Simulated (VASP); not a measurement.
# Ti2Co in VASP: single point with PBEsol

Aim: the single point of Ti2Co with PBEsol.

All numbers are computed with VASP 6.6.1; they aren't measurements. Logs are shortened: lines on timing, memory, paths and dates and some standing lists are left out, and cuts for length are marked.

**1. The cell of the first run**

The typed cell holds 6 atoms: a = 4.759 Å, b = 4.759 Å, c = 4.759 Å, α = 60.00°, β = 60.00°, γ = 60.00°.

**2. Single point, PBEsol, collinear spin, antiferromagnetic start**

Input file INCAR:

```
ALGO = Normal ; EDIFF = 1E-6
ENCUT = 600 ; GGA = PS
GGA_COMPAT = F ; ISIF = 2
ISMEAR = -1 ; ISPIN = 2
LASPH = T ; LCHARG = F
LMAXMIX = 4 ; LORBIT = 11
LREAL = F ; LWAVE = F
MAGMOM = 0 0 0 0 2.5 -2.5 ; NBANDS = 46
NELM = 200 ; PREC = Accurate
SIGMA = 0.1
```

Input file KPOINTS:

```
k-points
0
Gamma
  6 6 6
```

Input file POSCAR:

```
Ti2Co
1.0
    0.0000000000      3.3650000000      3.3650000000
    3.3650000000      0.0000000000      3.3650000000
    3.3650000000      3.3650000000      0.0000000000
Ti Co
4 2
Direct
    0.6242679441      0.6272042830      0.6242679441
    0.1242598289      0.6272042830      0.6242679441
    0.6242679441      0.6272042830      0.1242598289
    0.6242617486      0.1272147541      0.6242617486
   -0.0007463595      0.0022390786     -0.0007463595
    0.2492312272      0.2523063183      0.2492312272
```

Potentials or basis: VASP PAW PBE potentials, release 64 (Ti_sv, Co).

Started as:

```sh
$ cat potpaw_PBE.64/Ti_sv/POTCAR potpaw_PBE.64/Co/POTCAR > POTCAR
$ mpirun -np 1 vasp_std > vasp.out
```

OUTCAR:

```text
EDIFF = 1E-6
   ENCUT = 600
   GGA = PS
   ISIF = 2
   ISMEAR = -1
   ISPIN = 2
   LASPH = T
   LORBIT = 11
   LREAL = F
   NELM = 200
   PREC = Accurate

 ion  position               nearest neighbor table
   1  0.624  0.627  0.624-   2 2.38   3 2.38   4 2.38   4 2.38   3 2.38   2 2.38   6 2.79   6 2.79
                             5 2.79   5 2.79   5 2.79   6 2.79
   2  0.124  0.627  0.624-   1 2.38   3 2.38   4 2.38   4 2.38   3 2.38   1 2.38   6 2.79   6 2.79
                             5 2.79   5 2.79   5 2.79   6 2.79
   3  0.624  0.627  0.124-   1 2.38   2 2.38   4 2.38   4 2.38   1 2.38   2 2.38   6 2.79   6 2.79
                             5 2.79   5 2.79   5 2.79   6 2.79
   4  0.624  0.127  0.624-   3 2.38   2 2.38   1 2.38   1 2.38   3 2.38   2 2.38   5 2.79   5 2.79
                             5 2.79   6 2.79   6 2.79   6 2.79
   5  0.999  0.002  0.999-   2 2.79   3 2.79   1 2.79   4 2.79   4 2.79   4 2.79   3 2.79   2 2.79
                             1 2.79   1 2.79   3 2.79   2 2.79   6 2.91   6 2.91   6 2.91   6 2.91
   6  0.249  0.252  0.249-   2 2.79   3 2.79   1 2.79   1 2.79   2 2.79   3 2.79   4 2.79   4 2.79
                             4 2.79   3 2.79   2 2.79   1 2.79   5 2.91   5 2.91   5 2.91   5 2.91

  LATTYP: Found a face centered cubic cell.
 ALAT       =     6.7300000000

  Lattice vectors:

 A1 = (   0.0000000000,   3.3650000000,   3.3650000000)
 A2 = (   3.3650000000,   0.0000000000,   3.3650000000)
 A3 = (   3.3650000000,   3.3650000000,   0.0000000000)

Analysis of symmetry for initial positions (statically):
=====================================================================
 Subroutine PRICEL returns:
 Original cell was already a primitive cell.

 Routine SETGRP: Setting up the symmetry group for a
 face centered cubic supercell.

 Subroutine GETGRP returns: Found  6 space group operations
 (whereof  6 operations were pure point group operations)
 out of a pool of 48 trial point group operations.

The static configuration has the point symmetry C_3v.

Analysis of symmetry for dynamics (positions and initial velocities):
=====================================================================
 Subroutine PRICEL returns:
 Original cell was already a primitive cell.

 Routine SETGRP: Setting up the symmetry group for a
 face centered cubic supercell.

 Subroutine GETGRP returns: Found  6 space group operations
 (whereof  6 operations were pure point group operations)
 out of a pool of 48 trial point group operations.

The dynamic configuration has the point symmetry C_3v.

Analysis of structural, dynamic, and magnetic symmetry:
=====================================================================
 Subroutine PRICEL returns:
 Original cell was already a primitive cell.

 Routine SETGRP: Setting up the symmetry group for a
 face centered cubic supercell.

 Subroutine GETGRP returns: Found  6 space group operations
 (whereof  6 operations were pure point group operations)
 out of a pool of 48 trial point group operations.

The overall configuration has the point symmetry C_3v.

 Subroutine INISYM returns: Found  6 space group operations
 (whereof  6 operations are pure point group operations),
 and found     1 'primitive' translations

----------------------------------------------------------------------------------------

                                     Primitive cell

  volume of cell :      76.2053

  direct lattice vectors                    reciprocal lattice vectors
     0.000000000  3.365000000  3.365000000    -0.148588410  0.148588410  0.148588410
     3.365000000  0.000000000  3.365000000     0.148588410 -0.148588410  0.148588410
     3.365000000  3.365000000  0.000000000     0.148588410  0.148588410 -0.148588410

  length of vectors
     4.758828637  4.758828637  4.758828637     0.257362676  0.257362676  0.257362676

  position of ions in fractional coordinates (direct lattice)
     0.624267944  0.627204283  0.624267944
     0.124259829  0.627204283  0.624267944
     0.624267944  0.627204283  0.124259829
     0.624261749  0.127214754  0.624261749
     0.999253641  0.002239079  0.999253641
     0.249231227  0.252306318  0.249231227

  ion indices of the primitive-cell ions
   primitive index   ion index
                 1           1
                 2           2
                 3           3
                 4           4
[... 57 lines left out ...]
   number of dos      NEDOS =    301   number of ions     NIONS =      6
   total plane-waves  NPLWV =  64000
   dimension x,y,z NGX =    40 NGY =   40 NGZ =   40
   dimension x,y,z NGXF=    80 NGYF=   80 NGZF=   80
   ions per type =               4   2
   NGX,Y,Z   is equivalent  to a cutoff of  13.97, 13.97, 13.97 a.u.
   NGXF,Y,Z  is equivalent  to a cutoff of  27.95, 27.95, 27.95 a.u.
 SYSTEM =  unknown system
   PREC   = accura    normal or accurate (medium, high low for compatibility)
   ISTART =      0    job   : 0-new  1-cont  2-samecut
   ICHARG =      2    charge: 1-file 2-atom 10-const
   ISPIN  =      2    spin polarized calculation?
   LNONCOLLINEAR =      F non collinear calculations
   LSORBIT =      F    spin-orbit coupling
   LASPH  =      T    aspherical Exc in radial PAW
   ENCUT  =  600.0 eV  44.10 Ry    6.64 a.u.   9.50  9.50  9.50*2*pi/ulx,y,z
   NELM   =    200;   NELMIN=  2; NELMDL= -5     # of ELM steps
   EDIFF  = 0.1E-05   stopping-criterion for ELM
   LREAL  =      F    real-space projection
   EDIFFG = 0.1E-04   stopping-criterion for IOM
   NSW    =      0    number of steps for IOM
   IBRION =     -1    ionic relax: 0-MD 1-quasi-New 2-CG
   NFREE  =      0    steps in history (QN), initial steepest desc. (CG)
   ISIF   =      2    stress and relaxation
   ISYM   =      2    0-nonsym 1-usesym 2-fastsym
   POTIM  = 0.5000    time-step for ionic-motion
   TEBEG  =    0.0;   TEEND  =   0.0 temperature during run
   PSTRESS=    0.0 pullay stress
   NELECT =      66.0000    total number of electrons
   NUPDOWN=      -1.0000    fix difference up-down
   EMIN   =  10.00;   EMAX   =-10.00  energy-range for DOS
   EFERMI =   0.00;   METHOD = LEGACY
   ISMEAR =    -1;   SIGMA  =   0.10  broadening in eV -4-tet -1-fermi 0-gaus
   EFERMI_NEDOS =   21; number of points for ismear=-14 and -15
   IALGO  =     38    algorithm
   IMIX   =      4    mixing-type and parameters
     AMIX     =   0.40;   BMIX     =  1.00
     AMIX_MAG =   1.60;   BMIX_MAG =  1.00
  volume/ion in A,a.u.               =      12.70        85.71
  Fermi-wavevector in a.u.,A,eV,Ry     =   1.560490  2.948899 33.131955  2.435130
  Thomas-Fermi vector in A             =   2.663695
   LORBIT       =     11    0 simple, 1 ext, 2 COOP (PROOUT), +10 PAW based schemes
   GGA     = PS    functional components
   LHFCALC =     F    Hartree Fock is set to
   AEXX    =    0.0000 exact exchange contribution
   IVDW    =     0    specifies the selected vdW correction
   LEPSILON=     F    determine dielectric tensor
   LRPA    =     F    only Hartree local field effects (RPA)
 spin polarized calculation
  energy-cutoff  :      600.00
  volume of cell :       76.21
 maximum number of plane-waves:      2637
 NGX is ok and might be reduce to    40
   NGX = 19   NGY = 19   NGZ = 19

 number of electron      66.0000000 magnetization      -0.0002504

 number of electron      66.0000001 magnetization       0.0052789

 Free energy of the ion-electron system (eV)
  ---------------------------------------------------
  ext. energy  EPLUGINS =         0.00000000
  ---------------------------------------------------
  free energy    TOTEN  =       -45.97951182 eV

  energy without entropy =      -45.66805389  energy(sigma->0) =      -45.82378285

 E-fermi :  10.0231     XC(G=0): -13.0082

 val. band max:       10.0229278767   @ k =   0.0000   0.3333   0.1667
 cond. band min:      10.0236242487   @ k =  -0.1667   0.1667   0.0000
 fundamental gap:      0.0006963720
 Fermi energy:        10.0231366312

 spin component 1

 k-point     1 :       0.0000    0.0000    0.0000
  band No.  band energies     occupation
      1     -46.0430      1.00000
      2     -45.3255      1.00000
      3     -45.3254      1.00000
      4     -45.3254      1.00000
      5     -24.1990      1.00000
      6     -22.7623      1.00000
[... 1141 lines left out ...]
     44      13.5399      0.00000
     45      13.7363      0.00000

 [... further k-points ...]

 spin component 2

 k-point     1 :       0.0000    0.0000    0.0000
  band No.  band energies     occupation
      1     -46.0429      1.00000
      2     -45.3254      1.00000
      3     -45.3253      1.00000
      4     -45.3253      1.00000
      5     -24.1987      1.00000
      6     -22.7622      1.00000
[... 1141 lines left out ...]
     44      13.5402      0.00000
     45      13.7367      0.00000

 [... further k-points ...]

 [bands above 45 left out]

------------------------ aborting loop because EDIFF is reached ----------------------------------------

  FORCE on cell =-STRESS in cart. coord.  units (eV):
  Direction    XX          YY          ZZ          XY          YZ          ZX
  --------------------------------------------------------------------------------------
  -------------------------------------------------------------------------------------
  Total        7.5907788      7.5907788      7.5907788     -0.0000989     -0.0000989      0.0000989
  in kB      159.5922208    159.5922208    159.5922208     -0.0020795     -0.0020795      0.0020795
  external PRESSURE =     159.5922208 kB  Pullay stress =       0.0000000 kB

 VOLUME and BASIS-vectors are now :
 -----------------------------------------------------------------------------
  energy-cutoff  :      600.00
  volume of cell :       76.21
      direct lattice vectors                 reciprocal lattice vectors
     0.000000000  3.365000000  3.365000000    -0.148588410  0.148588410  0.148588410
     3.365000000  0.000000000  3.365000000     0.148588410 -0.148588410  0.148588410
     3.365000000  3.365000000  0.000000000     0.148588410  0.148588410 -0.148588410

 POSITION                                       TOTAL-FORCE (eV/Angst)
 -----------------------------------------------------------------------------------
      4.21120      4.20132      4.21120         0.000157     -0.000848      0.000157
      4.21120      2.51880      2.52868         0.000157     -0.000157      0.000848
      2.52868      2.51880      4.21120         0.000848     -0.000157      0.000157
      2.52872      4.20128      2.52872         0.000122     -0.000122      0.000122
      3.37002      6.72498      3.37002        -0.000195      0.000195     -0.000195
      1.68767      1.67733      1.68767        -0.001089      0.001089     -0.001089
 -----------------------------------------------------------------------------------
    total drift:                               -0.000042      0.000042     -0.000042

  FREE ENERGIE OF THE ION-ELECTRON SYSTEM (eV)
  ---------------------------------------------------
  free  energy   TOTEN  =       -45.9795118158 eV

  energy  without entropy=      -45.6680538856  energy(sigma->0) =      -45.82378285

 total charge

# of ion       s       p       d       tot
------------------------------------------
    1        2.306   6.155   2.330  10.791
    2        2.306   6.155   2.330  10.791
    3        2.306   6.155   2.330  10.791
    4        2.306   6.155   2.330  10.791
    5        0.454   0.455   7.217   8.126
    6        0.454   0.455   7.217   8.126
--------------------------------------------------
tot         10.132  25.530  23.753  59.414

 magnetization (x)

# of ion       s       p       d       tot
------------------------------------------
    1       -0.000  -0.000   0.000   0.000
    2       -0.000  -0.000   0.000   0.000
    3       -0.000  -0.000   0.000   0.000
    4       -0.000  -0.000   0.000   0.000
    5        0.000  -0.000   0.002   0.002
    6        0.000  -0.000   0.003   0.003
--------------------------------------------------
tot          0.000  -0.000   0.006   0.006
```

Run time: 17 min. Hardware: 1 thread of Intel Xeon 8259CL, shared host; peak memory 0.42 GiB.

Results:

| Item | Value |
| --- | --- |
| Free energy | -45.9795 eV |
| Pressure | 16.0 GPa |
| Band gap on the k mesh | zero (filled and empty bands overlap) |
| Net moment | 0.01 μB per cell |
| Valence electrons inside the program's atomic spheres | Ti 10.79; Co 8.13 |

Levels at points of the mesh, in eV from the Fermi level:
Spin up:
| k point | band 31 | band 32 | band 33 | band 34 | band 35 | band 36 |
| --- | --- | --- | --- | --- | --- | --- |
| (0.00, 0.00, 0.00) | -1.03 | 0.06 | 0.06 | 0.07 | 0.07 | 0.07 |
| (0.50, 0.00, 0.00) | -0.49 | -0.38 | -0.12 | -0.12 | 1.11 | 1.11 |
| (0.00, 0.50, 0.00) | -0.49 | -0.38 | -0.12 | -0.12 | 1.11 | 1.11 |
| (0.50, 0.50, 0.00) | -0.34 | -0.34 | 0.39 | 0.39 | 0.73 | 0.73 |
Spin down:
| k point | band 31 | band 32 | band 33 | band 34 | band 35 | band 36 |
| --- | --- | --- | --- | --- | --- | --- |
| (0.00, 0.00, 0.00) | -1.02 | 0.07 | 0.07 | 0.07 | 0.07 | 0.07 |
| (0.50, 0.00, 0.00) | -0.49 | -0.38 | -0.12 | -0.12 | 1.11 | 1.11 |
| (0.00, 0.50, 0.00) | -0.49 | -0.38 | -0.12 | -0.12 | 1.11 | 1.11 |
| (0.50, 0.50, 0.00) | -0.34 | -0.34 | 0.39 | 0.39 | 0.73 | 0.73 |

Caveat: the cell stands under pressure; the PAW data sets were made with another functional, which shifts forces and pressure a little.
